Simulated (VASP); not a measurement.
# P (P-1) in VASP: single point with r2SCAN

Aim: the single point of P with r2SCAN.

All numbers are computed with VASP 6.6.1; they aren't measurements. Logs are shortened: lines on timing, memory, paths and dates and some standing lists are left out, and cuts for length are marked.

### 1 The cell of the first run

The typed cell holds 1 atom: a = 2.896 Å, b = 2.860 Å, c = 2.938 Å, α = 60.31°, β = 62.44°, γ = 61.21°.

### 2 Single point, r2SCAN

Input file POSCAR:

```
P
1.0
   -0.0553950000      2.0414780000      2.0532840000
    2.0429870000     -0.0033770000      2.0012670000
    2.1038750000      2.0503490000     -0.0642650000
P
1
Direct
    0.0761960000      0.9626650000      0.9794490000
```

Input file INCAR.step1:

```
ALGO     = Normal         # electronic algorithm
EDIFF    = 1E-5           # SCF threshold, eV
ENCUT    = 550            # plane-wave cutoff, eV
GGA      = PE             # functional
GGA_COMPAT= F            
ISMEAR   = 0              # smearing method
LASPH    = T              # aspherical terms in the spheres
LCHARG   = F              # write CHGCAR
LREAL    = F              # projectors in reciprocal space
LWAVE    = T              # write WAVECAR
NBANDS   = 8              # bands
NELM     = 120            # most SCF steps
PREC     = Accurate       # precision mode
SIGMA    = 0.0218         # smearing width, eV
```

Input file INCAR.step2:

```
ALGO     = Normal         # electronic algorithm
EDIFF    = 1E-6           # SCF threshold, eV
ENCUT    = 550            # plane-wave cutoff, eV
GGA_COMPAT= F            
ISIF     = 2              # what is computed and relaxed
ISMEAR   = 0              # smearing method
ISTART   = 1            
LASPH    = T              # aspherical terms in the spheres
LCHARG   = F              # write CHGCAR
LMIXTAU  = T            
LREAL    = F              # projectors in reciprocal space
LWAVE    = F              # write WAVECAR
METAGGA  = R2SCAN         # meta-GGA
NBANDS   = 8              # bands
NELM     = 120            # most SCF steps
PREC     = Accurate       # precision mode
SIGMA    = 0.0218         # smearing width, eV
```

Input file KPOINTS:

```
Automatic mesh
0
Gamma
  7 8 7
  0 0 0.5
```

Potentials or basis: VASP PAW PBE potentials, release 64 (P).

Started as:

```bash
$ cat potpaw_PBE.64/P/POTCAR > POTCAR
$ cp INCAR.step1 INCAR
$ mpirun -np 1 vasp_std > vasp.out
$ cp INCAR.step2 INCAR
$ mpirun -np 1 vasp_std > vasp.out
```

OUTCAR:

```text
EDIFF = 1E-6
   ENCUT = 550
   ISIF = 2
   ISMEAR = 0
   ISTART = 1
   LASPH = T
   LREAL = F
   METAGGA = R2SCAN
   NELM = 120
   PREC = Accurate

 ion  position               nearest neighbor table
   1  0.076  0.963  0.979-

  LATTYP: Found a triclinic cell.
 ALAT       =     2.9304171644
 B/A-ratio  =     1.3974890843
 C/A-ratio  =     0.9759271186
 COS(alpha) =     0.0023155133
 COS(beta)  =     0.4999357332
 COS(gamma) =     0.6967860651

  Lattice vectors:

 A1 = (  -2.0983820000,   2.0448550000,   0.0520170000)
 A2 = (   0.0054930000,   4.0952040000,  -0.0122480000)
 A3 = (  -2.0429870000,   0.0033770000,  -2.0012670000)

Analysis of symmetry for initial positions (statically):
=====================================================================
 Subroutine PRICEL returns:
 Original cell was already a primitive cell.

 Routine SETGRP: Setting up the symmetry group for a
 triclinic supercell.

 Subroutine GETGRP returns: Found  2 space group operations
 (whereof  1 operations were pure point group operations)
 out of a pool of  2 trial point group operations.

The static configuration has the point symmetry C_1 .
 The point group associated with its full space group is S_2 .

Analysis of symmetry for dynamics (positions and initial velocities):
=====================================================================
 Subroutine PRICEL returns:
 Original cell was already a primitive cell.

 Routine SETGRP: Setting up the symmetry group for a
 triclinic supercell.

 Subroutine GETGRP returns: Found  2 space group operations
 (whereof  1 operations were pure point group operations)
 out of a pool of  2 trial point group operations.

The dynamic configuration has the point symmetry C_1 .
 The point group associated with its full space group is S_2 .

 Subroutine INISYM returns: Found  2 space group operations
 (whereof  1 operations are pure point group operations),
 and found     1 'primitive' translations

----------------------------------------------------------------------------------------

                                     Primitive cell

  volume of cell :      17.7063

  direct lattice vectors                    reciprocal lattice vectors
    -0.055395000  2.041478000  2.053284000    -0.231730527  0.245207654  0.236975136
     2.042987000 -0.003377000  2.001267000     0.245175813 -0.243772271  0.248985159
     2.103875000  2.050349000 -0.064265000     0.231131740  0.243173601 -0.235539756

  length of vectors
     2.895975866  2.859873580  2.938426625     0.412290002  0.426063034  0.409919819

  position of ions in fractional coordinates (direct lattice)
     0.076196000  0.962665000  0.979449000

  ion indices of the primitive-cell ions
   primitive index   ion index
                 1           1

----------------------------------------------------------------------------------------

 KPOINTS: Automatic mesh

Automatic generation of k-mesh.
 Grid dimensions read from file:
 generate k-points for:    7    8    7

 Generating k-lattice:

  Cartesian coordinates                     Fractional coordinates (reciprocal lattice)
    -0.033104361  0.035029665  0.033853591     0.142857143  0.000000000  0.000000000
     0.030646977 -0.030471534  0.031123145     0.000000000  0.125000000 -0.000000000
     0.033018820  0.034739086 -0.033648537     0.000000000  0.000000000  0.142857143

  Length of vectors
     0.058898572  0.053257879  0.058559974

  Shift w.r.t. Gamma in fractional coordinates (k-lattice)
     0.000000000  0.000000000  0.500000000

 Subroutine IBZKPT returns following result:
 ===========================================

 Found    197 irreducible k-points:

 Following reciprocal coordinates:
            Coordinates               Weight
  0.000000 -0.000000  0.071429      2.000000
  0.142857 -0.000000  0.071429      2.000000
  0.285714 -0.000000  0.071429      2.000000
  0.428571  0.000000  0.071429      2.000000
 -0.428571  0.000000  0.071429      2.000000
 -0.285714 -0.000000  0.071429      2.000000
[... 16 lines left out ...]
  0.142857  0.375000  0.071429      2.000000
  0.285714  0.375000  0.071429      2.000000
 [... further k-points ...]
   k-points           NKPTS =    197   k-points in BZ     NKDIM =    197   number of bands    NBANDS=      8
   number of dos      NEDOS =    301   number of ions     NIONS =      1
   total plane-waves  NPLWV =  13824
   dimension x,y,z NGX =    24 NGY =   24 NGZ =   24
   dimension x,y,z NGXF=    48 NGYF=   48 NGZF=   48
   ions per type =               1
   NGX,Y,Z   is equivalent  to a cutoff of  13.78, 13.95, 13.58 a.u.
   NGXF,Y,Z  is equivalent  to a cutoff of  27.55, 27.90, 27.16 a.u.
 SYSTEM =  unknown system
   PREC   = accura    normal or accurate (medium, high low for compatibility)
   ISTART =      1    job   : 0-new  1-cont  2-samecut
   ICHARG =      0    charge: 1-file 2-atom 10-const
   ISPIN  =      1    spin polarized calculation?
   LNONCOLLINEAR =      F non collinear calculations
   LSORBIT =      F    spin-orbit coupling
   LASPH  =      T    aspherical Exc in radial PAW
   ENCUT  =  550.0 eV  40.42 Ry    6.36 a.u.   5.54  5.47  5.62*2*pi/ulx,y,z
   NELM   =    120;   NELMIN=  2; NELMDL=  0     # of ELM steps
   EDIFF  = 0.1E-05   stopping-criterion for ELM
   LREAL  =      F    real-space projection
   EDIFFG = 0.1E-04   stopping-criterion for IOM
   NSW    =      0    number of steps for IOM
   IBRION =     -1    ionic relax: 0-MD 1-quasi-New 2-CG
   NFREE  =      0    steps in history (QN), initial steepest desc. (CG)
   ISIF   =      2    stress and relaxation
   ISYM   =      2    0-nonsym 1-usesym 2-fastsym
   POTIM  = 0.5000    time-step for ionic-motion
   TEBEG  =    0.0;   TEEND  =   0.0 temperature during run
   PSTRESS=    0.0 pullay stress
   NELECT =       5.0000    total number of electrons
   NUPDOWN=      -1.0000    fix difference up-down
   EMIN   =  10.00;   EMAX   =-10.00  energy-range for DOS
   EFERMI =   0.00;   METHOD = LEGACY
   ISMEAR =     0;   SIGMA  =   0.02  broadening in eV -4-tet -1-fermi 0-gaus
   EFERMI_NEDOS =   21; number of points for ismear=-14 and -15
   IALGO  =     38    algorithm
   IMIX   =      4    mixing-type and parameters
     AMIX     =   0.40;   BMIX     =  1.00
     AMIX_MAG =   1.60;   BMIX_MAG =  1.00
  volume/ion in A,a.u.               =      17.71       119.49
  Fermi-wavevector in a.u.,A,eV,Ry     =   1.074045  2.029651 15.695320  1.153573
  Thomas-Fermi vector in A             =   2.209862
   LORBIT       =      0    0 simple, 1 ext, 2 COOP (PROOUT), +10 PAW based schemes
   METAGGA = R2SCAN    functional components
   LHFCALC =     F    Hartree Fock is set to
   AEXX    =    0.0000 exact exchange contribution
   IVDW    =     0    specifies the selected vdW correction
   LEPSILON=     F    determine dielectric tensor
   LRPA    =     F    only Hartree local field effects (RPA)
 non-spin polarized calculation
 Gauss-broadening in eV      SIGMA  =   0.02
  energy-cutoff  :      550.00
  volume of cell :       17.71
 maximum number of plane-waves:       535
 NGX is ok and might be reduce to    24
   NGX = 11   NGY = 11   NGZ = 11

 number of electron       5.0000000 magnetization

 Free energy of the ion-electron system (eV)
  ---------------------------------------------------
  ext. energy  EPLUGINS =         0.00000000
  ---------------------------------------------------
  free energy    TOTEN  =        -7.71556574 eV

  energy without entropy =       -7.71533618  energy(sigma->0) =       -7.71545096

 E-fermi :   7.1403     XC(G=0): -11.2347

 val. band max:        7.1357074738   @ k =  -0.1429  -0.3750   0.3571
 cond. band min:       7.1494755039   @ k =   0.4286   0.1250   0.5000
 fundamental gap:      0.0137680302
 Fermi energy:         7.1402981296

 k-point     1 :       0.0000   -0.0000    0.0714
  band No.  band energies     occupation
      1      -7.9994      2.00000
      2      11.2915      0.00000
      3      12.4191      0.00000
      4      13.0514      0.00000
      5      18.2499      0.00000
      6      18.9776      0.00000
      7      19.7961      0.00000
      8      23.7384      0.00000

 k-point     2 :       0.1429   -0.0000    0.0714
  band No.  band energies     occupation
      1      -7.6483      2.00000
      2      10.0611      0.00000
      3      12.0122      0.00000
      4      12.2255      0.00000
      5      17.7728      0.00000
      6      19.3349      0.00000
      7      20.8630      0.00000
      8      21.9861      0.00000

 k-point     3 :       0.2857   -0.0000    0.0714
  band No.  band energies     occupation
      1      -6.3419      2.00000
      2       5.5466      2.00000
      3      11.3669      0.00000
      4      11.6439      0.00000
      5      17.7249      0.00000
      6      19.0502      0.00000
      7      20.6464      0.00000
      8      21.5695      0.00000

 k-point     4 :       0.4286    0.0000    0.0714
  band No.  band energies     occupation
      1      -4.3110      2.00000
      2       1.5429      2.00000
      3      10.8475      0.00000
      4      11.0893      0.00000
      5      17.2998      0.00000
      6      18.3802      0.00000
      7      19.4591      0.00000
      8      24.3405      0.00000

 k-point     5 :      -0.4286    0.0000    0.0714
  band No.  band energies     occupation
      1      -3.7689      2.00000
      2       0.7501      2.00000
      3      10.2764      0.00000
      4      11.3002      0.00000
      5      17.5067      0.00000
      6      18.4075      0.00000
      7      19.0236      0.00000
      8      25.0230      0.00000
[... 177 lines left out ...]
 k-point    22 :       0.0000    0.3750    0.0714
  band No.  band energies     occupation
      1      -4.9013      2.00000
      2       3.4277      2.00000
      3      10.3551      0.00000
      4      10.7258      0.00000
      5      17.0745      0.00000
      6      17.6896      0.00000
      7      19.7799      0.00000
      8      23.8113      0.00000

 k-point    23 :       0.1429    0.3750    0.0714
  band No.  band energies     occupation
      1      -5.3827      2.00000
      2       4.9965      2.00000
      3       9.3999      0.00000
      4      10.7762      0.00000
      5      17.0214      0.00000
      6      18.5922      0.00000
      7      20.0002      0.00000
      8      21.9123      0.00000

 k-point    24 :       0.2857    0.3750    0.0714
  band No.  band energies     occupation
      1      -4.9291      2.00000
      2       6.2374      2.00000
      3       8.0461      0.00000
      4       9.1743      0.00000
      5      14.8038      0.00000
      6      15.6194      0.00000
      7      22.6471      0.00000
      8      25.2640      0.00000

 [... further k-points ...]
[... 5 lines left out ...]
  --------------------------------------------------------------------------------------
  -------------------------------------------------------------------------------------
  Total       -1.4453707     -1.6349957     -0.7540939     -0.0741392      0.1650504     -0.0473876
  in kB     -130.7865936   -147.9450983    -68.2353438     -6.7086024     14.9348370     -4.2879442
  external PRESSURE =    -115.6556786 kB  Pullay stress =       0.0000000 kB

 VOLUME and BASIS-vectors are now :
 -----------------------------------------------------------------------------
  energy-cutoff  :      550.00
  volume of cell :       17.71
      direct lattice vectors                 reciprocal lattice vectors
    -0.055395000  2.041478000  2.053284000    -0.231730527  0.245207654  0.236975136
     2.042987000 -0.003377000  2.001267000     0.245175813 -0.243772271  0.248985159
     2.103875000  2.050349000 -0.064265000     0.231131740  0.243173601 -0.235539756

 POSITION                                       TOTAL-FORCE (eV/Angst)
 -----------------------------------------------------------------------------------
      4.02313      2.16051      2.02006         0.000000      0.000000     -0.000000
 -----------------------------------------------------------------------------------
    total drift:                                0.000001      0.000006      0.000002

  FREE ENERGIE OF THE ION-ELECTRON SYSTEM (eV)
  ---------------------------------------------------
  free  energy   TOTEN  =        -7.7155657363 eV

  energy  without entropy=       -7.7153361836  energy(sigma->0) =       -7.71545096
```

It took 4.2 min on 1 thread of AMD EPYC 7R13, shared host; peak memory 0.12 GiB.

What came out:

```yaml
Free_energy: -7.7156 eV
Pressure: -11.6 GPa
```

Caveat: the k points lie up to 0.37 Å⁻¹ apart; the PAW data sets were made with another functional, which shifts forces and pressure a little.
